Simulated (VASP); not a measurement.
The system is SiC.

```xyz
2
Lattice="0.0000 2.1780 2.1780 2.1780 0.0000 2.1780 2.1780 2.1780 0.0000" Properties=species:S:1:pos:R:3 pbc="T T T"
Si    1.0890    1.0890    1.0890
C     0.0000    0.0000    0.0000
```

Base run:

* Program: VASP 6.6.1
* Functional: PBEsol
* Potentials or basis: VASP PAW PBE potentials, release 64 (Si, C)
* Cutoff: 600 eV
* k mesh: 8 × 8 × 8
* Occupations: gaussian, width 0.01 eV
* Spin: no spin polarisation

Its results: band gap on the k mesh 1.23 eV, indirect (least direct gap 4.44 eV); pressure 0.3 GPa.

Task: After a change of settings the same cell gave: band gap on the k mesh 1.73 eV, indirect (least direct gap 5.06 eV); pressure -0.4 GPa. Which change was it?
A. functional from PBEsol to PBE; k mesh from 8 × 8 × 8 to 4 × 4 × 4
B. dispersion from none to D4
C. functional from PBEsol to r2SCAN; cutoff from 600 eV to 660 eV
D. cutoff from 600 eV to 520 eV; occupations from gaussian, width 0.01 eV to methfessel-paxton, width 0.2 eV; further incar settings from ALGO = Normal; EDIFF = 1e-06; NBANDS = 11 to ALGO = Normal; EDIFF = 1e-07; NBANDS = 11

Result: C.

r2SCAN gives the wider gap, since meta-GGAs in the generalised Kohn-Sham scheme recover part of the derivative discontinuity.

Caveats: the PAW data sets were made with another functional, which shifts forces and pressure a little.
